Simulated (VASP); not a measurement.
# Pb (Fm-3m) in VASP: further runs

Runs on Pb. Level: PBE. Tasks: single point.

All numbers are computed with VASP 6.6.1; they aren't measurements. Logs are shortened: lines on timing, memory, paths and dates and some standing lists are left out, and cuts for length are marked.

## Step 1: The cell of the first run

It takes space group Fm-3m (No. 225, cubic). Conventional cell: a = 4.544 Å, b = 4.544 Å, c = 4.544 Å, α = 90.00°, β = 90.00°, γ = 90.00°. Within 4.2 Å of Pb (site symmetry m-3m) lie 12 Pb at 3.21 Å.

## Step 2: Single point, PBE (strain -0.080 along x and y, -0.080 along z)

File INCAR:

```
  PREC = Accurate
  ENCUT = 520
  EDIFF = 1E-6
  ISMEAR = 0
  SIGMA = 0.15
  LREAL = False
  LASPH = True
  NELM = 60
  ALGO = Normal
  ISIF = 2
  LWAVE = False
  LCHARG = False
  GGA = PE
  NBANDS = 13
```

File KPOINTS:

```
regular mesh
0
Gamma
  16 16 16
```

File POSCAR:

```
Pb
1.0
    0.0000000000      2.2722160000      2.2722160000
    2.2722160000      0.0000000000      2.2722160000
    2.2722160000      2.2722160000      0.0000000000
Pb
1
Direct
    0.0000000000      0.0000000000      0.0000000000
```

Potentials or basis: VASP PAW PBE potentials, release 64 (Pb_d).

Launch:

```console
$ cat potpaw_PBE.64/Pb_d/POTCAR > POTCAR
$ mpirun -np 1 vasp_std > vasp.out
```

OUTCAR:

```text
PREC = Accurate
   ENCUT = 520
   EDIFF = 1E-6
   ISMEAR = 0
   LREAL = False
   LASPH = True
   NELM = 60
   ISIF = 2
   GGA = PE

 ion  position               nearest neighbor table
   1  0.000  0.000  0.000-

  LATTYP: Found a face centered cubic cell.
 ALAT       =     4.5444320000

  Lattice vectors:

 A1 = (   0.0000000000,   2.2722160000,   2.2722160000)
 A2 = (   2.2722160000,   0.0000000000,   2.2722160000)
 A3 = (   2.2722160000,   2.2722160000,   0.0000000000)

Analysis of symmetry for initial positions (statically):
=====================================================================
 Subroutine PRICEL returns:
 Original cell was already a primitive cell.

 Routine SETGRP: Setting up the symmetry group for a
 face centered cubic supercell.

 Subroutine GETGRP returns: Found 48 space group operations
 (whereof 48 operations were pure point group operations)
 out of a pool of 48 trial point group operations.

The static configuration has the point symmetry O_h .

Analysis of symmetry for dynamics (positions and initial velocities):
=====================================================================
 Subroutine PRICEL returns:
 Original cell was already a primitive cell.

 Routine SETGRP: Setting up the symmetry group for a
 face centered cubic supercell.

 Subroutine GETGRP returns: Found 48 space group operations
 (whereof 48 operations were pure point group operations)
 out of a pool of 48 trial point group operations.

The dynamic configuration has the point symmetry O_h .

 Subroutine INISYM returns: Found 48 space group operations
 (whereof 48 operations are pure point group operations),
 and found     1 'primitive' translations

----------------------------------------------------------------------------------------

                                     Primitive cell

  volume of cell :      23.4627

  direct lattice vectors                    reciprocal lattice vectors
     0.000000000  2.272216000  2.272216000    -0.220049502  0.220049502  0.220049502
     2.272216000  0.000000000  2.272216000     0.220049502 -0.220049502  0.220049502
     2.272216000  2.272216000  0.000000000     0.220049502  0.220049502 -0.220049502

  length of vectors
     3.213398684  3.213398684  3.213398684     0.381136918  0.381136918  0.381136918

  position of ions in fractional coordinates (direct lattice)
     0.000000000  0.000000000  0.000000000

  ion indices of the primitive-cell ions
   primitive index   ion index
                 1           1

[... 73 lines left out ...]
   EDIFFG = 0.1E-04   stopping-criterion for IOM
   NSW    =      0    number of steps for IOM
   IBRION =     -1    ionic relax: 0-MD 1-quasi-New 2-CG
   NFREE  =      0    steps in history (QN), initial steepest desc. (CG)
   ISIF   =      2    stress and relaxation
   ISYM   =      2    0-nonsym 1-usesym 2-fastsym
   POTIM  = 0.5000    time-step for ionic-motion
   TEBEG  =    0.0;   TEEND  =   0.0 temperature during run
   PSTRESS=    0.0 pullay stress
   NELECT =      14.0000    total number of electrons
   NUPDOWN=      -1.0000    fix difference up-down
   EMIN   =  10.00;   EMAX   =-10.00  energy-range for DOS
   EFERMI =   0.00;   METHOD = LEGACY
   ISMEAR =     0;   SIGMA  =   0.15  broadening in eV -4-tet -1-fermi 0-gaus
   EFERMI_NEDOS =   21; number of points for ismear=-14 and -15
   IALGO  =     38    algorithm
   IMIX   =      4    mixing-type and parameters
     AMIX     =   0.40;   BMIX     =  1.00
     AMIX_MAG =   1.60;   BMIX_MAG =  1.00
  volume/ion in A,a.u.               =      23.46       158.33
  Fermi-wavevector in a.u.,A,eV,Ry     =   1.378239  2.604494 25.844851  1.899543
  Thomas-Fermi vector in A             =   2.503319
   LORBIT       =      0    0 simple, 1 ext, 2 COOP (PROOUT), +10 PAW based schemes
   GGA     = PE    functional components
   LHFCALC =     F    Hartree Fock is set to
   AEXX    =    0.0000 exact exchange contribution
   IVDW    =     0    specifies the selected vdW correction
   LEPSILON=     F    determine dielectric tensor
   LRPA    =     F    only Hartree local field effects (RPA)
 non-spin polarized calculation
 Gauss-broadening in eV      SIGMA  =   0.15
  energy-cutoff  :      520.00
  volume of cell :       23.46
 maximum number of plane-waves:       648
   NGX = 11   NGY = 11   NGZ = 11

 number of electron      14.0000005 magnetization

 Free energy of the ion-electron system (eV)
  ---------------------------------------------------
  ext. energy  EPLUGINS =         0.00000000
  ---------------------------------------------------
  free energy    TOTEN  =        -3.05280466 eV

  energy without entropy =       -3.04633883  energy(sigma->0) =       -3.04957174

 E-fermi :  10.7302     XC(G=0): -11.4815

 val. band max:       10.7084288375   @ k =   0.3750   0.1875   0.0625
 cond. band min:      10.7566563413   @ k =  -0.3750   0.2500   0.0000
 fundamental gap:      0.0482275038
 Fermi energy:        10.7301867201

 k-point     1 :       0.0000    0.0000    0.0000
  band No.  band energies     occupation
      1      -6.8483      2.00000
      2      -6.8483      2.00000
      3      -6.8483      2.00000
      4      -6.5502      2.00000
      5      -6.5502      2.00000
      6      -3.2432      2.00000
      7      20.0947      0.00000
      8      20.0947      0.00000
      9      20.0947      0.00000
     10      20.3181      0.00000
     11      25.1410      0.00000
     12      25.1841      0.00000
     13      25.1841      0.00000
[... 354 lines left out ...]
  band No.  band energies     occupation
      1      -6.8581      2.00000
      2      -6.8224      2.00000
      3      -6.8113      2.00000
      4      -6.5664      2.00000
      5      -6.5408      2.00000
      6      -2.9840      2.00000
      7      17.9588      0.00000
      8      18.5830      0.00000
      9      20.3353      0.00000
     10      20.5783      0.00000
     11      24.6080      0.00000
     12      25.2218      0.00000
     13      25.7916      0.00000

 [... further k-points ...]
[... 5 lines left out ...]
  --------------------------------------------------------------------------------------
  -------------------------------------------------------------------------------------
  Total        3.8190371      3.8190371      3.8190371      0.0000000      0.0000000     -0.0000000
  in kB      260.7868074    260.7868074    260.7868074      0.0000000      0.0000000     -0.0000000
  external PRESSURE =     260.7868074 kB  Pullay stress =       0.0000000 kB

 VOLUME and BASIS-vectors are now :
 -----------------------------------------------------------------------------
  energy-cutoff  :      520.00
  volume of cell :       23.46
      direct lattice vectors                 reciprocal lattice vectors
     0.000000000  2.272216000  2.272216000    -0.220049502  0.220049502  0.220049502
     2.272216000  0.000000000  2.272216000     0.220049502 -0.220049502  0.220049502
     2.272216000  2.272216000  0.000000000     0.220049502  0.220049502 -0.220049502

 POSITION                                       TOTAL-FORCE (eV/Angst)
 -----------------------------------------------------------------------------------
      0.00000      0.00000      0.00000         0.000000     -0.000000     -0.000000
 -----------------------------------------------------------------------------------
    total drift:                               -0.000000      0.000000      0.000000

  FREE ENERGIE OF THE ION-ELECTRON SYSTEM (eV)
  ---------------------------------------------------
  free  energy   TOTEN  =        -3.0528046624 eV

  energy  without entropy=       -3.0463388265  energy(sigma->0) =       -3.04957174
```

It took 17 s on 1 thread of Intel Xeon 6975P-C, shared host; peak memory 0.17 GiB.

Results:

| Property | Result |
| --- | --- |
| Free energy | -3.0528 eV |
| Pressure | 26.1 GPa |
| Band gap on the k mesh | zero (band 7 reaches 20.09 eV, above the bottom of band 8 at 8.36 eV) |

Caveat: the cell differs from its parent crystal (strain -0.080 along x and y, -0.080 along z); spin-orbit coupling is left out, which moves the levels of the heavy elements.

## Step 3: Single point, PBE (strain -0.040 along x and y, -0.040 along z)

File INCAR:

```
SYSTEM = Pb
PREC = Accurate ; ENCUT = 520
EDIFF = 1E-6 ; ISMEAR = 0
SIGMA = 0.15 ; LREAL = .FALSE.
LASPH = .TRUE. ; NELM = 100
ALGO = Fast ; ISIF = 2
LWAVE = .FALSE. ; LCHARG = .FALSE.
GGA = PE ; NBANDS = 13
```

File KPOINTS:

```
regular mesh
0
G
  16 16 16
  0 0 0
```

File POSCAR:

```
Pb
1.0
    0.0000000000      2.3710080000      2.3710080000
    2.3710080000      0.0000000000      2.3710080000
    2.3710080000      2.3710080000      0.0000000000
Pb
1
Direct
    0.0000000000      0.0000000000      0.0000000000
```

Potentials or basis: VASP PAW PBE potentials, release 64 (Pb_d).

Launch:

```console
$ cat potpaw_PBE.64/Pb_d/POTCAR > POTCAR
$ mpirun -np 1 vasp_std > vasp.out
```

It took 47 s on 1 thread of Intel Xeon 6975P-C, shared host; peak memory 0.18 GiB.

The run converged. Its results:

| Item | Value |
| --- | --- |
| Free energy | -3.4115 eV |
| Pressure | 11.3 GPa |
| Band gap on the k mesh | zero (band 7 reaches 17.29 eV, above the bottom of band 8 at 6.86 eV) |

Levels at points of the mesh, in eV from the Fermi level:
```
           k point  band 3  band 4  band 5  band 6  band 7  band 8  band 9  band 10  band 11  band 12
(0.00, 0.00, 0.00)  -17.28  -17.07  -17.07  -12.78    8.39    8.39    8.39     9.73    12.92    13.42
(0.50, 0.00, 0.00)  -17.26  -16.88  -16.88   -8.33   -4.96    6.25    6.25     9.21    10.63    11.95
(0.50, 0.50, 0.00)  -16.89  -16.83  -16.83   -6.59   -3.89    2.11    2.11     5.73     7.02    18.88
```

Caveat: the cell differs from its parent crystal (strain -0.040 along x and y, -0.040 along z); spin-orbit coupling is left out, which moves the levels of the heavy elements.
